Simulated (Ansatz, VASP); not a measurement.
# NiGe3: VASP beside Ansatz

The input INCAR:

```
PREC = Accurate ; ENCUT = 590
EDIFF = 1E-6 ; ISMEAR = 0
SIGMA = 0.1 ; LREAL = False
LASPH = True ; NELM = 200
ALGO = Normal ; ISIF = 2
LWAVE = False ; LCHARG = False
ISPIN = 2 ; MAGMOM = 2 0 0 0
LORBIT = 11 ; LMAXMIX = 4
GGA = PE ; NBANDS = 42
GGA_COMPAT = False
```

The input KPOINTS:

```
regular mesh
0
Gamma
  4 4 4
```

POSCAR

```
NiGe3
1.0
    3.9477733574      0.0000000000      0.0000000000
    0.0000000000      3.9477733574      0.0000000000
    0.0000000000      0.0000000000      3.9477733574
Ni Ge
1 3
Direct
    0.0000000000      0.0000000000      0.0000000000
    0.0000000000      0.5000000000      0.5000000000
    0.5000000000      0.0000000000      0.5000000000
    0.5000000000      0.5000000000      0.0000000000
```

Input for Ansatz:

```yaml
crystal:
  lattice:
    - [3.9477733574, 0.0, 0.0]
    - [0.0, 3.9477733574, 0.0]
    - [0.0, 0.0, 3.9477733574]
  atoms:
    - { symbol: Ni, position: [0.0, 0.0, 0.0], spin: 2.0 }
    - { symbol: Ge, position: [0.0, 0.5, 0.5] }
    - { symbol: Ge, position: [0.5, 0.0, 0.5] }
    - { symbol: Ge, position: [0.5, 0.5, 0.0] }
basis:
  ecutwfc: 420
kpoints:
  mp_grid: { grid: [4, 4, 4] }
hamiltonian:
  xc: pbe
scf:
  occupations: { method: gaussian, width: 0.1 }
  lower_state_search: "off"
output:
  forces: true
  stress: true
  eigenvalues: true
  populations: true
magnetization:
  spin_polarized: true
```

Alike in both runs: task single point; functional PBE; k mesh 4 × 4 × 4; occupations gaussian, width 0.1 eV; collinear spin.

|  | VASP | Ansatz |
| --- | --- | --- |
| version | VASP 6.6.1 | Ansatz 0.2.0 |
| potentials or method | VASP PAW PBE potentials, release 64 (Ni_sv_GW, Ge_d), cutoff 590 eV | scalar-relativistic, plane waves, PAW |
| valence electrons in the cell | 60 | 60 |

```tsv
	VASP	Ansatz	Ansatz less VASP
gap on the k mesh at the Fermi level (eV)	none	none	-
pressure (GPa)	5.4	6.1	+0.69
net moment per atom (μB)	0.07	0.07	+0.001
size of the moment on the site where the two differ most (μB)	0.16	0.16	+0.002
```

Site moments also hang on the region over which each program counts them. A gap of «none» marks a metal or a gap that the smearing closes. With one functional, cell and mesh, what is left measures potentials, basis and numerics.

The k mesh is coarse, so the values compare programs but aren't converged.
